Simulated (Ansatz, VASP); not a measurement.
# Two plane-wave programs on Na

```
Na
1.0
    -2.15209    2.15209    2.15209
     2.15209   -2.15209    2.15209
     2.15209    2.15209   -2.15209
Na
1
Direct
  0.00000 0.00000 0.00000
```

Alike in both runs: task single point; functional r2SCAN; k mesh 14 × 14 × 14; occupations gaussian, width 0.1 eV; no spin polarisation.

|  | VASP | Ansatz |
| --- | --- | --- |
| version | VASP 6.6.1 | Ansatz 0.2.0 |
| potentials or method | VASP PAW PBE potentials, release 64 (Na_pv), cutoff 520 eV | scalar-relativistic, plane waves, PAW |
| valence electrons in the cell | 7 | 9 |

```csv
,VASP,Ansatz,Ansatz less VASP
gap on the k mesh at the Fermi level (eV),none,none,-
pressure (GPa),-0.5,-0.4,+0.13
```

VASP's potentials were made for PBE, not for r2SCAN. A gap of «none» marks a metal or a gap that the smearing closes. With one functional, cell and mesh, what is left measures potentials, basis and numerics. VASP's potentials hold 7 valence electrons a cell and Ansatz's 9, so a difference there can come from the potentials and not from the codes.
